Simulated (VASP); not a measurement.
Crystal: SiO2 (Stishovite).

```xyz
6
Lattice="4.1773 0.0000 0.0000 0.0000 4.1773 0.0000 0.0000 0.0000 2.6652" Properties=species:S:1:pos:R:3 pbc="T T T"
Si    0.0000    0.0000    0.0000
Si    2.0886    2.0886    1.3326
O     1.2778    1.2778    0.0000
O     0.8108    3.3665    1.3326
O     2.8995    2.8995    0.0000
O     3.3665    0.8108    1.3326
```

Program: VASP 6.6.1. Alike in all runs: task single point; no spin polarisation; cell as given; k mesh 4 × 4 × 6; cutoff (eV) 520; smearing gaussian 0.01 eV.

Order these runs on this cell by their pressure, lowest first.
A. level revPBE; potentials or basis VASP PAW PBE potentials, release 64 (Si, O)
B. level LDA; potentials or basis VASP PAW LDA potentials, release 64 (Si, O)
C. level BLYP; potentials or basis VASP PAW PBE potentials, release 64 (Si, O)
D. level PBE; potentials or basis VASP PAW PBE potentials, release 64 (Si, O)
E. level PBEsol; potentials or basis VASP PAW PBE potentials, release 64 (Si, O)

B (-2.6 GPa), E (5.0 GPa), D (11.4 GPa), A (15.1 GPa), C (18.2 GPa).

Caveats: the PAW data sets were made with another functional, which shifts forces and pressure a little (some runs).
